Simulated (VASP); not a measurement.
# In2PtSe5 (Cmcm) in VASP: a series of runs

The runs below take In2PtSe5 through single point, relaxation of cell and atoms, with PBE.

All numbers are computed with VASP 6.6.1; they aren't measurements. Logs are shortened: lines on timing, memory, paths and dates and some standing lists are left out, and cuts for length are marked.

## (1) The cell of the first run

It takes space group Cmcm (No. 63, orthorhombic). The conventional cell has a = 5.487 Å, b = 13.165 Å, c = 12.296 Å, α = 90.00°, β = 90.00°, γ = 90.00°. In (site symmetry m) has 6 Se at 2.64 to 2.92 Å within 3.5 Å. Within 3.3 Å of Pt (site symmetry m2m) lie 6 Se at 2.48 to 2.77 Å. Se (site symmetry m) has 1 Pt at 2.48 Å and 2 In at 2.64 to 2.92 Å and 2 Se at 3.20 to 3.26 Å within 3.3 Å. Se (site symmetry m) has 1 Pt at 2.50 Å and 3 In at 2.79 to 2.84 Å within 3.3 Å. Within 3.6 Å of Se (site symmetry m2m) lie 2 Pt at 2.77 Å and 2 In at 2.77 Å and 4 Se at 3.57 Å.

## (2) Single point, PBE

INCAR

```
ALGO = Normal ; EDIFF = 1E-6
ENCUT = 520 ; GGA = PE
ISIF = 2 ; ISMEAR = 0
LASPH = True ; LCHARG = False
LREAL = Auto ; LWAVE = False
NBANDS = 80 ; NELM = 100
PREC = Accurate ; SIGMA = 0.15
```

KPOINTS

```
k-points
0
Gamma
  3 3 1
```

POSCAR

```
In2PtSe5
1.0
    2.7433651378     -6.5823236519      0.0000000000
    2.7433651378      6.5823236519      0.0000000000
    0.0000000000      0.0000000000     12.2957578626
In Pt Se
4 2 10
Direct
    0.8369270683      0.1630729317      0.4379237107
    0.8369270683      0.1630729317      0.0620762893
    0.1630729317      0.8369270683      0.9379237107
    0.1630729317      0.8369270683      0.5620762893
    0.1940688731      0.8059311269      0.2500000000
    0.8059311269      0.1940688731      0.7500000000
    0.0525629088      0.9474370912      0.3825391407
    0.0525629088      0.9474370912      0.1174608593
    0.3189886547      0.6810113453      0.4029028403
    0.3189886547      0.6810113453      0.0970971597
    0.9474370912      0.0525629088      0.8825391407
    0.9474370912      0.0525629088      0.6174608593
    0.6810113453      0.3189886547      0.9029028403
    0.6810113453      0.3189886547      0.5970971597
    0.7212690243      0.2787309757      0.2500000000
    0.2787309757      0.7212690243      0.7500000000
```

Potentials or basis: VASP PAW PBE potentials, release 64 (In_d, Pt, Se).

The run is started by

```bash
> cat potpaw_PBE.64/In_d/POTCAR potpaw_PBE.64/Pt/POTCAR potpaw_PBE.64/Se/POTCAR > POTCAR
> mpirun -np 1 vasp_std > vasp.out
```

OUTCAR:

```text
EDIFF = 1E-6
   ENCUT = 520
   GGA = PE
   ISIF = 2
   ISMEAR = 0
   LASPH = True
   LREAL = Auto
   NELM = 100
   PREC = Accurate

 ion  position               nearest neighbor table
   1  0.837  0.163  0.438-  12 2.64  15 2.77   9 2.79   9 2.79  14 2.84   7 2.92   4 3.89   4 3.89

   2  0.837  0.163  0.062-  11 2.64  15 2.77  10 2.79  10 2.79  13 2.84   8 2.92   3 3.89   3 3.89

   3  0.163  0.837  0.938-   8 2.64  16 2.77  13 2.79  13 2.79  10 2.84  11 2.92   2 3.89   2 3.89

   4  0.163  0.837  0.562-   7 2.64  16 2.77  14 2.79  14 2.79   9 2.84  12 2.92   1 3.89   1 3.89

   5  0.194  0.806  0.250-   7 2.48   8 2.48   9 2.50  10 2.50  15 2.77  15 2.77
   6  0.806  0.194  0.750-  11 2.48  12 2.48  13 2.50  14 2.50  16 2.77  16 2.77
   7  0.053  0.947  0.383-   5 2.48   4 2.64   1 2.92
   8  0.053  0.947  0.117-   5 2.48   3 2.64   2 2.92
   9  0.319  0.681  0.403-   5 2.50   1 2.79   1 2.79   4 2.84
  10  0.319  0.681  0.097-   5 2.50   2 2.79   2 2.79   3 2.84
  11  0.947  0.053  0.883-   6 2.48   2 2.64   3 2.92
  12  0.947  0.053  0.617-   6 2.48   1 2.64   4 2.92
  13  0.681  0.319  0.903-   6 2.50   3 2.79   3 2.79   2 2.84
  14  0.681  0.319  0.597-   6 2.50   4 2.79   4 2.79   1 2.84
  15  0.721  0.279  0.250-   5 2.77   5 2.77   2 2.77   1 2.77
  16  0.279  0.721  0.750-   6 2.77   6 2.77   4 2.77   3 2.77

  LATTYP: Found a base centered orthorhombic cell.
 ALAT       =     5.4867302756
 B/A-ratio  =     2.3993611208
 C/A-ratio  =     2.2409991461

  Lattice vectors:

 A1 = (   2.7433651378,  -6.5823236519,   0.0000000000)
 A2 = (   2.7433651378,   6.5823236519,   0.0000000000)
 A3 = (   0.0000000000,   0.0000000000,  12.2957578626)

Analysis of symmetry for initial positions (statically):
=====================================================================
 Subroutine PRICEL returns:
 Original cell was already a primitive cell.

 Routine SETGRP: Setting up the symmetry group for a
 base centered orthorhombic supercell.

 Subroutine GETGRP returns: Found  8 space group operations
 (whereof  4 operations were pure point group operations)
 out of a pool of  8 trial point group operations.

The static configuration has the point symmetry C_2h.
 The point group associated with its full space group is D_2h.

Analysis of symmetry for dynamics (positions and initial velocities):
=====================================================================
 Subroutine PRICEL returns:
 Original cell was already a primitive cell.

 Routine SETGRP: Setting up the symmetry group for a
 base centered orthorhombic supercell.

 Subroutine GETGRP returns: Found  8 space group operations
 (whereof  4 operations were pure point group operations)
 out of a pool of  8 trial point group operations.

The dynamic configuration has the point symmetry C_2h.
 The point group associated with its full space group is D_2h.

 Subroutine INISYM returns: Found  8 space group operations
 (whereof  4 operations are pure point group operations),
 and found     1 'primitive' translations

----------------------------------------------------------------------------------------

                                     Primitive cell

  volume of cell :     444.0666

  direct lattice vectors                    reciprocal lattice vectors
     2.743365138 -6.582323652  0.000000000     0.182257911 -0.075961017  0.000000000
     2.743365138  6.582323652  0.000000000     0.182257911  0.075961017  0.000000000
     0.000000000  0.000000000 12.295757863     0.000000000  0.000000000  0.081328862

  length of vectors
     7.131131533  7.131131533 12.295757863     0.197453849  0.197453849  0.081328862

  position of ions in fractional coordinates (direct lattice)
     0.836927068  0.163072932  0.437923711
     0.836927068  0.163072932  0.062076289
     0.163072932  0.836927068  0.937923711
     0.163072932  0.836927068  0.562076289
     0.194068873  0.805931127  0.250000000
     0.805931127  0.194068873  0.750000000
[... 8 lines left out ...]
     0.721269024  0.278730976  0.250000000
     0.278730976  0.721269024  0.750000000

  ion indices of the primitive-cell ions
   primitive index   ion index
                 1           1
                 2           2
                 3           3
                 4           4
                 5           5
                 6           6
[... 8 lines left out ...]
                15          15
                16          16

----------------------------------------------------------------------------------------

 KPOINTS: k-points

Automatic generation of k-mesh.
 Grid dimensions read from file:
 generate k-points for:    3    3    1

 Generating k-lattice:

  Cartesian coordinates                     Fractional coordinates (reciprocal lattice)
     0.060752637 -0.025320339  0.000000000     0.333333333  0.000000000  0.000000000
     0.060752637  0.025320339  0.000000000     0.000000000  0.333333333  0.000000000
[... 49 lines left out ...]
   NUPDOWN=      -1.0000    fix difference up-down
   EMIN   =  10.00;   EMAX   =-10.00  energy-range for DOS
   EFERMI =   0.00;   METHOD = LEGACY
   ISMEAR =     0;   SIGMA  =   0.15  broadening in eV -4-tet -1-fermi 0-gaus
   EFERMI_NEDOS =   21; number of points for ismear=-14 and -15
   IALGO  =     38    algorithm
   IMIX   =      4    mixing-type and parameters
     AMIX     =   0.40;   BMIX     =  1.00
     AMIX_MAG =   1.60;   BMIX_MAG =  1.00
  volume/ion in A,a.u.               =      27.75       187.29
  Fermi-wavevector in a.u.,A,eV,Ry     =   1.092572  2.064662 16.241461  1.193714
  Thomas-Fermi vector in A             =   2.228840
   LORBIT       =      0    0 simple, 1 ext, 2 COOP (PROOUT), +10 PAW based schemes
   GGA     = PE    functional components
   LHFCALC =     F    Hartree Fock is set to
   AEXX    =    0.0000 exact exchange contribution
   IVDW    =     0    specifies the selected vdW correction
   LEPSILON=     F    determine dielectric tensor
   LRPA    =     F    only Hartree local field effects (RPA)
 non-spin polarized calculation
 Gauss-broadening in eV      SIGMA  =   0.15
  energy-cutoff  :      520.00
  volume of cell :      444.07
 maximum number of plane-waves:     11966
 NGX is ok and might be reduce to    54
   NGX = 27   NGY = 27   NGZ = 45

 number of electron     131.9999981 magnetization

 Free energy of the ion-electron system (eV)
  ---------------------------------------------------
  ext. energy  EPLUGINS =         0.00000000
  ---------------------------------------------------
  free energy    TOTEN  =       -62.28159272 eV

  energy without entropy =      -62.14661588  energy(sigma->0) =      -62.21410430

 E-fermi :   3.1391     XC(G=0):  -8.9168

 val. band max:        3.1246005106   @ k =  -0.3333   0.3333   0.0000
 cond. band min:       3.1574139898   @ k =   0.3333   0.0000   0.0000
 fundamental gap:      0.0328134792
 Fermi energy:         3.1391422139

 k-point     1 :       0.0000    0.0000    0.0000
  band No.  band energies     occupation
      1     -11.3817      2.00000
      2     -11.3625      2.00000
      3     -11.3383      2.00000
      4     -11.2783      2.00000
      5     -11.2688      2.00000
      6     -11.1655      2.00000
[... 70 lines left out ...]
     77       7.1837      0.00000
     78       8.2223      0.00000

 k-point     2 :       0.3333    0.0000    0.0000
  band No.  band energies     occupation
      1     -11.3092      2.00000
      2     -11.2750      2.00000
      3     -11.2495      2.00000
      4     -11.2454      2.00000
      5     -11.2005      2.00000
      6     -11.1749      2.00000
[... 70 lines left out ...]
     77       7.2701      0.00000
     78       7.8226      0.00000

 k-point     3 :       0.3333    0.3333    0.0000
  band No.  band energies     occupation
      1     -11.3097      2.00000
      2     -11.3005      2.00000
      3     -11.2565      2.00000
      4     -11.2273      2.00000
      5     -11.2118      2.00000
      6     -11.1455      2.00000
[... 70 lines left out ...]
     77       7.5337      0.00000
     78       7.7066      0.00000

 k-point     4 :      -0.3333    0.3333    0.0000
  band No.  band energies     occupation
      1     -11.4074      2.00000
      2     -11.3759      2.00000
      3     -11.3329      2.00000
      4     -11.2604      2.00000
      5     -11.2487      2.00000
      6     -11.1569      2.00000
[... 70 lines left out ...]
     77       8.0969      0.00000
     78       8.3937      0.00000
 [bands above 78 left out]

------------------------ aborting loop because EDIFF is reached ----------------------------------------

  FORCE on cell =-STRESS in cart. coord.  units (eV):
  Direction    XX          YY          ZZ          XY          YZ          ZX
  --------------------------------------------------------------------------------------
  -------------------------------------------------------------------------------------
  Total        0.4346392      2.0707863      0.9672100      0.0000000     -0.0000000      0.0000000
  in kB        1.5681635      7.4713267      3.4896607      0.0000000     -0.0000000      0.0000000
  external PRESSURE =       4.1763836 kB  Pullay stress =       0.0000000 kB

 VOLUME and BASIS-vectors are now :
 -----------------------------------------------------------------------------
  energy-cutoff  :      520.00
  volume of cell :      444.07
      direct lattice vectors                 reciprocal lattice vectors
     2.743365138 -6.582323652  0.000000000     0.182257911 -0.075961017  0.000000000
     2.743365138  6.582323652  0.000000000     0.182257911  0.075961017  0.000000000
     0.000000000  0.000000000 12.295757863     0.000000000  0.000000000  0.081328862

 POSITION                                       TOTAL-FORCE (eV/Angst)
 -----------------------------------------------------------------------------------
      2.74337     -4.43553      5.38460         0.000000      0.000502     -0.062549
      2.74337     -4.43553      0.76328         0.000000      0.000502      0.062549
      2.74337      4.43553     11.53248         0.000000     -0.000502     -0.062549
      2.74337      4.43553      6.91115         0.000000     -0.000502      0.062549
      2.74337      4.02748      3.07394         0.000000      0.006368      0.000000
      2.74337     -4.02748      9.22182         0.000000     -0.006368      0.000000
[... 8 lines left out ...]
      2.74337     -2.91293      3.07394         0.000000     -0.002766      0.000000
      2.74337      2.91293      9.22182         0.000000      0.002766      0.000000
 -----------------------------------------------------------------------------------
    total drift:                                0.000000      0.000000      0.000000

  FREE ENERGIE OF THE ION-ELECTRON SYSTEM (eV)
  ---------------------------------------------------
  free  energy   TOTEN  =       -62.2815927152 eV

  energy  without entropy=      -62.1466158780  energy(sigma->0) =      -62.21410430
```

It took 3 min on 1 thread of Intel Xeon 6975P-C (Granite Rapids), shared host; peak memory 0.61 GiB.

What came out:

```
Free energy            : -62.2816 eV
Pressure               : 0.4 GPa
Largest force          : 0.071 eV/Å
Band gap on the k mesh : zero (band 66 reaches 3.16 eV, above the bottom of band 67 at 3.06 eV)
```

Forces in eV/Å, atoms in the order of the input:
```
In   0.000  0.001 -0.063
In   0.000  0.001  0.063
In   0.000 -0.001 -0.063
In   0.000 -0.001  0.063
Pt   0.000  0.006  0.000
Pt   0.000 -0.006  0.000
Se   0.000 -0.032 -0.042
Se   0.000 -0.032  0.042
Se   0.000 -0.068 -0.018
Se   0.000 -0.068  0.018
Se   0.000  0.032 -0.042
Se   0.000  0.032  0.042
Se   0.000  0.068 -0.018
Se   0.000  0.068  0.018
Se   0.000 -0.003  0.000
Se   0.000  0.003  0.000
```

Stress tensor (GPa, compression positive):
```
0.16 0.00 0.00
0.00 0.75 0.00
0.00 0.00 0.35
```

Caveat: the k points lie up to 0.51 Å⁻¹ apart; spin-orbit coupling is left out, which moves the levels of the heavy elements.

## (3) Relaxation of cell and atoms, PBE

This run uses another cell than the first one, of 24.73 Å³/atom, 0.891 times its volume.

INCAR

```
ALGO = Normal ; EDIFF = 1E-6
EDIFFG = -0.08 ; ENCUT = 600
GGA = PE ; IBRION = 2
ISIF = 3 ; ISMEAR = 0
LASPH = T ; LCHARG = F
LREAL = Auto ; LWAVE = F
NELM = 100 ; NSW = 36
PREC = Accurate ; SIGMA = 0.15
```

KPOINTS is that of step 2.

POSCAR

```
In2PtSe5
1.0
    2.4000000000     -6.3500000000      0.0000000000
    2.4000000000      6.3500000000      0.0000000000
    0.0000000000      0.0000000000     12.9800000000
In Pt Se
4 2 10
Direct
    0.8650000000      0.1350000000      0.4400000000
    0.8650000000      0.1350000000      0.0600000000
    0.1350000000      0.8650000000      0.9400000000
    0.1350000000      0.8650000000      0.5600000000
    0.1900000000      0.8100000000      0.2500000000
    0.8100000000      0.1900000000      0.7500000000
    0.0480000000      0.9520000000      0.3830000000
    0.0480000000      0.9520000000      0.1170000000
    0.3110000000      0.6890000000      0.4290000000
    0.3110000000      0.6890000000      0.0710000000
    0.9520000000      0.0480000000      0.8830000000
    0.9520000000      0.0480000000      0.6170000000
    0.6890000000      0.3110000000      0.9290000000
    0.6890000000      0.3110000000      0.5710000000
    0.7600000000      0.2400000000      0.2500000000
    0.2400000000      0.7600000000      0.7500000000
```

Potentials or basis: VASP PAW PBE potentials, release 64 (In_d, Pt, Se).

The run is started by

```bash
> cat potpaw_PBE.64/In_d/POTCAR potpaw_PBE.64/Pt/POTCAR potpaw_PBE.64/Se/POTCAR > POTCAR
> mpirun -np 1 vasp_std > vasp.out
```

Run time: 70 min. Hardware: 1 thread of Intel Xeon 6975P-C (Granite Rapids), shared host; peak memory 0.79 GiB.

Results (log left out):

- Free energy: -62.3002 eV
- Relaxed volume: 28.13 Å³/atom
- Relaxed cell: a = 7.221 Å, b = 7.221 Å, c = 12.296 Å, α = 90.00°, β = 90.00°, γ = 135.42°
- Space group after relaxing (to 0.05 Å): Cmcm (No. 63)
- Energy gained by relaxing: 321.4 meV/atom
- Ionic steps: 28
- Pressure after relaxing: 0.0 GPa
- Largest force after relaxing: 0.069 eV/Å
- Band gap on the k mesh: zero (band 66 reaches 3.03 eV, above the bottom of band 67 at 2.94 eV)

Forces in eV/Å, atoms in the order of the input:
```
In   0.000  0.001  0.030
In   0.000  0.001 -0.030
In   0.000 -0.001  0.030
In   0.000 -0.001 -0.030
Pt   0.000 -0.069  0.000
Pt   0.000  0.069  0.000
Se   0.000  0.032 -0.017
Se   0.000  0.032  0.017
Se   0.000 -0.010 -0.003
Se   0.000 -0.010  0.003
Se   0.000 -0.032 -0.017
Se   0.000 -0.032  0.017
Se   0.000  0.010 -0.003
Se   0.000  0.010  0.003
Se   0.000  0.036  0.000
Se   0.000 -0.036  0.000
```

Stress tensor (GPa, compression positive):
```
-0.04  0.00  0.00
 0.00  0.13  0.00
 0.00  0.00 -0.03
```

Step by step:
```
step  energy change (eV)  largest force (eV/Å)  pressure (GPa)  volume (Å³)
   1              0.0000                2.2722           11.15       395.63
   2             -2.7937                1.1403           -4.75       501.66
   3             -3.1024                1.2238           -2.09       468.85
   4             -4.0627                0.9389           -0.32       457.40
   5             -4.2623                0.9950            1.47       449.98
   6             -4.5778                0.6919            0.26       461.31
   7             -4.5786                0.6897            0.22       461.91
   8             -4.6848                0.5100           -0.79       465.44
   9             -4.6903                0.4576           -1.05       466.45
  10             -4.7715                0.3808           -0.44       460.10
  11             -4.8318                0.3770            0.83       448.15
  12             -4.9084                0.2938            0.74       447.87
  13             -5.0278                0.3841            0.47       446.88
  14             -5.0310                0.4427            0.42       446.66
  15             -5.0731                0.2570           -0.35       451.00
  16             -5.0758                0.2087           -0.61       452.44
  17             -5.0999                0.1645           -0.01       448.36
  18             -5.1000                0.1713            0.04       448.09
  19             -5.1090                0.1586            0.09       447.68
  20             -5.1194                0.1817            0.27       446.46
  21             -5.1243                0.1823            0.17       447.34
  22             -5.1293                0.1858           -0.04       449.08
  23             -5.1241                0.1920           -0.44       452.59
  24             -5.1302                0.1876           -0.15       449.94
  25             -5.1360                0.1212           -0.01       449.54
  26             -5.1378                0.1807            0.25       448.81
  27             -5.1385                0.1392            0.15       449.09
  28             -5.1420                0.0689            0.02       450.09
```

Final structure:
```
In Pt Se
1.0
     2.73923   -6.68168    0.00000
     2.73923    6.68168    0.00000
     0.00000    0.00000   12.29572
In Pt Se
4 2 10
Cartesian
  2.7392 -4.5206 5.3678
  2.7392 -4.5206 0.7800
  2.7392 4.5206 11.5157
  2.7392 4.5206 6.9279
  2.7392 4.0860 3.0739
  2.7392 -4.0860 9.2218
  2.7392 5.9485 4.7071
  2.7392 5.9485 1.4408
  2.7392 2.4369 4.9546
  2.7392 2.4369 1.1933
  2.7392 -5.9485 10.8549
  2.7392 -5.9485 7.5886
  2.7392 -2.4369 11.1024
  2.7392 -2.4369 7.3411
  2.7392 -2.9825 3.0739
  2.7392 2.9825 9.2218
```

Levels at points of the mesh, in eV from the Fermi level:
```csv
k point,band 64,band 65,band 66,band 67,band 68,band 69,band 70,band 71
"(0.00, 0.00, 0.00)",-0.31,-0.25,-0.23,-0.08,-0.01,0.61,1.01,1.09
```

Caveat: the k points lie up to 0.51 Å⁻¹ apart in the final cell; spin-orbit coupling is left out, which moves the levels of the heavy elements; the relaxation stopped at a loose force limit of 0.08 eV/Å, so its end isn't a converged minimum.
